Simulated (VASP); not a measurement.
# MgO (P3m1) in VASP: notebook

MgO is run at these levels: PBEsol; tasks: single point.

Program: VASP 6.6.1. These are calculated values, not measurements. Logs are shortened: lines on timing, memory, paths and dates and some standing lists are left out, and cuts for length are marked.

### Step 1. The cell of the first run

Symmetry: P3m1, No. 156, trigonal system. The conventional cell has a = 2.981 Å, b = 2.981 Å, c = 17.402 Å, α = 90.00°, β = 90.00°, γ = 120.00°. Within 2.8 Å of Mg (site symmetry 3m) lie 6 O at 2.11 Å. Mg (site symmetry 3m) has 6 O at 2.11 Å within 2.8 Å. Within 2.8 Å of Mg (site symmetry 3m) lie 6 O at 2.11 Å. Mg (site symmetry 3m) has 6 O at 2.11 Å within 2.8 Å. Mg (site symmetry 3m) has 6 O at 2.11 Å within 2.8 Å. Within 2.8 Å of Mg (site symmetry 3m) lie 3 O at 2.11 Å. O (site symmetry 3m) has 6 Mg at 2.11 Å within 2.8 Å. O (site symmetry 3m) has 6 Mg at 2.11 Å within 2.8 Å.

### Step 2. Single point, PBEsol

INCAR reads:

```
PREC     = Accurate       # precision mode
ENCUT    = 520            # plane-wave cutoff, eV
EDIFF    = 1E-6           # SCF threshold, eV
ISMEAR   = 0              # smearing method
SIGMA    = 0.05           # smearing width, eV
LREAL    = False          # projectors in reciprocal space
LASPH    = True           # aspherical terms in the spheres
NELM     = 60             # most SCF steps
ALGO     = Normal         # electronic algorithm
ISIF     = 2              # what is computed and relaxed
LWAVE    = False          # write WAVECAR
LCHARG   = False          # write CHGCAR
GGA      = PS             # functional
NBANDS   = 36             # bands
```

KPOINTS reads:

```
Automatic mesh
0
Gamma
  9 9 2
```

POSCAR reads:

```
MgO
1.0
    2.1075959645     -2.1075959645      0.0000000000
    2.1075959645      0.0000000000     -2.1075959645
   10.0469646117     10.0469646117     10.0469646117
Mg O
6 6
Direct
    1.0000000000      0.0000000000      0.3146615987
    0.3333333333      0.3333333333      0.1748119993
    0.6666666667      0.6666666667      0.4545111981
    1.0000000000      1.0000000000      0.7342103970
    0.3333333333      0.3333333333      0.5943607975
    0.6666666667      0.6666666667      0.0349623999
    0.6666666667      0.6666666667      0.2447367990
    0.0000000000      0.0000000000      0.1048871996
    0.3333333333      0.3333333333      0.3845863984
    0.6666666667      0.6666666667      0.6642855972
    1.0000000000      1.0000000000      0.5244359978
    0.3333333333      0.3333333333      0.8041351967
```

Potentials or basis: VASP PAW PBE potentials, release 64 (Mg, O).

On the command line:

```bash
cat potpaw_PBE.64/Mg/POTCAR potpaw_PBE.64/O/POTCAR > POTCAR
mpirun -np 1 vasp_std > vasp.out
```

OUTCAR:

```text
PREC = Accurate
   ENCUT = 520
   EDIFF = 1E-6
   ISMEAR = 0
   LREAL = False
   LASPH = True
   NELM = 60
   ISIF = 2
   GGA = PS

 ion  position               nearest neighbor table
   1  0.000  0.000  0.315-   7 2.11   9 2.11   7 2.11   7 2.11   9 2.11   9 2.11   2 2.98   3 2.98
                             2 2.98   3 2.98   2 2.98   3 2.98
   2  0.333  0.333  0.175-   8 2.11   7 2.11   7 2.11   8 2.11   8 2.11   7 2.11   6 2.98   6 2.98
                             1 2.98   1 2.98   1 2.98   6 2.98
   3  0.667  0.667  0.455-   9 2.11   9 2.11  11 2.11  11 2.11  11 2.11   9 2.11   5 2.98   1 2.98
                             5 2.98   1 2.98   1 2.98   5 2.98
   4  0.000  0.000  0.734-  12 2.11  12 2.11  12 2.11  10 2.11  10 2.11  10 2.11   5 2.98   5 2.98
                             5 2.98
   5  0.333  0.333  0.594-  10 2.11  10 2.11  11 2.11  11 2.11  11 2.11  10 2.11   3 2.98   3 2.98
                             3 2.98   4 2.98   4 2.98   4 2.98
   6  0.667  0.667  0.035-   8 2.11   8 2.11   8 2.11   2 2.98   2 2.98   2 2.98
   7  0.667  0.667  0.245-   1 2.11   2 2.11   2 2.11   1 2.11   1 2.11   2 2.11
   8  0.000  0.000  0.105-   2 2.11   6 2.11   6 2.11   6 2.11   2 2.11   2 2.11
   9  0.333  0.333  0.385-   3 2.11   3 2.11   1 2.11   1 2.11   1 2.11   3 2.11
  10  0.667  0.667  0.664-   5 2.11   5 2.11   5 2.11   4 2.11   4 2.11   4 2.11
  11  0.000  0.000  0.524-   3 2.11   5 2.11   3 2.11   3 2.11   5 2.11   5 2.11
  12  0.333  0.333  0.804-   4 2.11   4 2.11   4 2.11

  LATTYP: Found a hexagonal cell.
 ALAT       =     2.9805907970
 C/A-ratio  =     5.8383905590

  Lattice vectors:

 A1 = (  -2.1075959645,   0.0000000000,   2.1075959645)
 A2 = (   2.1075959645,  -2.1075959645,   0.0000000000)
 A3 = (  10.0469646117,  10.0469646117,  10.0469646117)

Analysis of symmetry for initial positions (statically):
=====================================================================
 Subroutine PRICEL returns:
 Original cell was already a primitive cell.

 Routine SETGRP: Setting up the symmetry group for a
 hexagonal supercell.

 Subroutine GETGRP returns: Found  6 space group operations
 (whereof  6 operations were pure point group operations)
 out of a pool of 24 trial point group operations.

The static configuration has the point symmetry C_3v.

Analysis of symmetry for dynamics (positions and initial velocities):
=====================================================================
 Subroutine PRICEL returns:
 Original cell was already a primitive cell.

 Routine SETGRP: Setting up the symmetry group for a
 hexagonal supercell.

 Subroutine GETGRP returns: Found  6 space group operations
[... 138 lines left out ...]
   EFERMI_NEDOS =   21; number of points for ismear=-14 and -15
   IALGO  =     38    algorithm
   IMIX   =      4    mixing-type and parameters
     AMIX     =   0.40;   BMIX     =  1.00
     AMIX_MAG =   1.60;   BMIX_MAG =  1.00
  volume/ion in A,a.u.               =      11.16        75.29
  Fermi-wavevector in a.u.,A,eV,Ry     =   1.162996  2.197744 18.402698  1.352560
  Thomas-Fermi vector in A             =   2.299551
   LORBIT       =      0    0 simple, 1 ext, 2 COOP (PROOUT), +10 PAW based schemes
   GGA     = PS    functional components
   LHFCALC =     F    Hartree Fock is set to
   AEXX    =    0.0000 exact exchange contribution
   IVDW    =     0    specifies the selected vdW correction
   LEPSILON=     F    determine dielectric tensor
   LRPA    =     F    only Hartree local field effects (RPA)
 non-spin polarized calculation
 Gauss-broadening in eV      SIGMA  =   0.05
  energy-cutoff  :      520.00
  volume of cell :      133.88
 maximum number of plane-waves:      3664
 NGX is ok and might be reduce to    24
   NGX = 11   NGY = 11   NGZ = 65

 number of electron      48.0000011 magnetization

 Free energy of the ion-electron system (eV)
  ---------------------------------------------------
  ext. energy  EPLUGINS =         0.00000000
  ---------------------------------------------------
  free energy    TOTEN  =       -69.65332778 eV

  energy without entropy =      -69.64862004  energy(sigma->0) =      -69.65097391

 E-fermi :   3.3307     XC(G=0): -10.2528

 val. band max:        3.2850115135   @ k =   0.3333   0.1111   0.0000
 cond. band min:       3.3525652217   @ k =   0.3333   0.0000   0.5000
 fundamental gap:      0.0675537081
 Fermi energy:         3.3307312166

 k-point     1 :       0.0000    0.0000    0.0000
  band No.  band energies     occupation
      1     -17.1741      2.00000
      2     -16.2224      2.00000
      3     -15.4228      2.00000
      4     -14.6390      2.00000
      5     -13.7987      2.00000
      6     -12.3329      2.00000
[... 925 lines left out ...]
     35      13.0626      0.00000
     36      13.1691      0.00000

------------------------ aborting loop because EDIFF is reached ----------------------------------------

  FORCE on cell =-STRESS in cart. coord.  units (eV):
  Direction    XX          YY          ZZ          XY          YZ          ZX
  --------------------------------------------------------------------------------------
  -------------------------------------------------------------------------------------
  Total       -0.5788045     -0.5788045     -0.5788045     -0.6254710     -0.6254710     -0.6254710
  in kB       -6.9264654     -6.9264654     -6.9264654     -7.4849156     -7.4849156     -7.4849156
  external PRESSURE =      -6.9264654 kB  Pullay stress =       0.0000000 kB

 VOLUME and BASIS-vectors are now :
 -----------------------------------------------------------------------------
  energy-cutoff  :      520.00
  volume of cell :      133.88
      direct lattice vectors                 reciprocal lattice vectors
     2.107595965 -2.107595965  0.000000000     0.158158081 -0.316316162  0.158158081
     2.107595965  0.000000000 -2.107595965     0.158158081  0.158158081 -0.316316162
    10.046964612 10.046964612 10.046964612     0.033177516  0.033177516  0.033177516

 POSITION                                       TOTAL-FORCE (eV/Angst)
 -----------------------------------------------------------------------------------
      3.16139      3.16139      3.16139         0.363989      0.363989      0.363989
      3.16139      1.05380      1.05380         0.411379      0.411379      0.411379
      7.37659      3.16139      3.16139         0.364128      0.364128      0.364128
      7.37659      7.37659      7.37659         0.736246      0.736246      0.736246
      7.37659      5.26899      5.26899         0.367379      0.367379      0.367379
      3.16139     -1.05380     -1.05380        -0.289403     -0.289403     -0.289403
      5.26899      1.05380      1.05380        -0.359849     -0.359849     -0.359849
      1.05380      1.05380      1.05380        -0.110732     -0.110732     -0.110732
      5.26899      3.16139      3.16139        -0.362633     -0.362633     -0.362633
      9.48418      5.26899      5.26899        -0.421803     -0.421803     -0.421803
      5.26899      5.26899      5.26899        -0.366039     -0.366039     -0.366039
      9.48418      7.37659      7.37659        -0.332663     -0.332663     -0.332663
 -----------------------------------------------------------------------------------
    total drift:                               -0.000058     -0.000058     -0.000058

  FREE ENERGIE OF THE ION-ELECTRON SYSTEM (eV)
  ---------------------------------------------------
  free  energy   TOTEN  =       -69.6533277768 eV

  energy  without entropy=      -69.6486200428  energy(sigma->0) =      -69.65097391
```

OSZICAR:

```text
N       E                     dE             d eps       ncg     rms          rms(c)
DAV:   1     0.257554045737E+03    0.25755E+03   -0.22932E+04  1728   0.120E+03
DAV:   2    -0.599227341148E+02   -0.31748E+03   -0.29943E+03  2260   0.261E+02
DAV:   3    -0.810643150985E+02   -0.21142E+02   -0.21001E+02  2116   0.714E+01
[... 12 lines left out ...]
DAV:  16    -0.696533633779E+02    0.21497E-04   -0.25718E-05  2128   0.253E-02    0.348E-02
DAV:  17    -0.696533347909E+02    0.28587E-04   -0.29497E-06  2012   0.186E-02    0.180E-02
DAV:  18    -0.696533296470E+02    0.51440E-05   -0.31662E-06  2068   0.977E-03    0.879E-03
DAV:  19    -0.696533284249E+02    0.12221E-05   -0.69198E-07  1404   0.488E-03    0.528E-03
DAV:  20    -0.696533277768E+02    0.64812E-06   -0.28096E-07  1456   0.437E-03
   1 F= -.69653328E+02 E0= -.69650974E+02  d E =-.470773E-02
```

Wall time 1.9 min (1 thread of Intel Xeon 6975P-C (Granite Rapids), shared host); peak memory 0.31 GiB.

What came out:

```yaml
Free_energy: -69.6533 eV
Pressure: -0.7 GPa
Largest_force: 1.275 eV/Å
Band_gap_on_the_k_mesh: zero (bands 24 and 25 overlap by 0.47 eV)
```

Forces in eV/Å, atoms in the order of the input:
```
Mg   0.364  0.364  0.364
Mg   0.411  0.411  0.411
Mg   0.364  0.364  0.364
Mg   0.736  0.736  0.736
Mg   0.367  0.367  0.367
Mg  -0.289 -0.289 -0.289
O   -0.360 -0.360 -0.360
O   -0.111 -0.111 -0.111
O   -0.363 -0.363 -0.363
O   -0.422 -0.422 -0.422
O   -0.366 -0.366 -0.366
O   -0.333 -0.333 -0.333
```

Stress tensor (GPa, compression positive):
```
-0.69 -0.75 -0.75
-0.75 -0.69 -0.75
-0.75 -0.75 -0.69
```

Caveat: semilocal functionals underestimate gaps, and a narrow one can read as zero; the PAW data sets were made with another functional, which shifts forces and pressure a little.

(Continued in part 2 of 2.)

The gap in the log of VASP goes by the Fermi energy; the results here count the filled bands.